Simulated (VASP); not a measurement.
## AlNi3: single point with PBEsol

The system is AlNi3.

```
CELL_PARAMETERS angstrom
0.00000 2.79841 2.79841
2.79841 0.00000 2.79841
2.79841 2.79841 0.00000
ATOMIC_POSITIONS crystal
Al 0.46751 0.46751 0.46751
Ni 0.25000 0.25000 0.25000
Ni 0.00000 0.00000 0.00000
Ni 0.75000 0.75000 0.75000
```

This cell differs from its parent crystal: atom 1 (Al) moved +0.315 Å towards its neighbour atom 2 (Ni) at 2.423 Å.

- Program: VASP 6.6.1
- Task: single point
- Functional: PBEsol
- Potentials or basis: VASP PAW PBE potentials, release 64 (Al, Ni)
- Cutoff: 520 eV
- k mesh: 14 × 14 × 14
- Occupations: gaussian, width 0.15 eV
- Spin: no spin polarisation

| Quantity | Value |
| --- | --- |
| Pressure | 4.9 GPa |
| Largest force | 3.446 eV/Å |
| Band gap on the k mesh | zero (an odd number of electrons rules out a gap without spin polarisation) |

Forces on the atoms (eV/Å):
```
Al   1.989  1.989  1.989
Ni  -1.385 -1.385 -1.385
Ni  -0.276 -0.276 -0.276
Ni  -0.329 -0.329 -0.329
```

Stress tensor (GPa, compression positive):
```
4.92 3.17 3.17
3.17 4.92 3.17
3.17 3.17 4.92
```

Levels at points of the mesh, in eV from the Fermi level:
```tsv
k point	band 12	band 13	band 14	band 15	band 16	band 17	band 18	band 19	band 20	band 21
(0.00, 0.00, 0.00)	-0.91	-0.58	-0.58	-0.54	-0.54	5.03	5.31	5.31	6.20	6.20
(0.50, 0.00, 0.00)	-1.75	-0.67	-0.67	-0.50	-0.48	-0.15	4.10	4.11	4.99	5.15
(0.50, 0.50, 0.50)	-1.76	-0.67	-0.67	-0.49	-0.49	-0.16	4.31	4.31	4.87	4.87
(0.50, 0.50, 0.00)	-1.12	-1.09	-0.77	-0.61	-0.39	-0.37	-0.34	-0.02	4.27	4.65
```

It took 3.6 min on 1 thread of AMD EPYC 9R45 (Zen 5), with other jobs on the host, peak memory 0.34 GiB.

Caveat: the cell differs from its parent crystal (atom 1 (Al) moved +0.315 Å towards its neighbour atom 2 (Ni) at 2.423 Å); the cell stands under pressure; the PAW data sets were made with another functional, which shifts forces and pressure a little. Spin polarisation is off, so any magnetic state and its effect on volume and gap are missing.
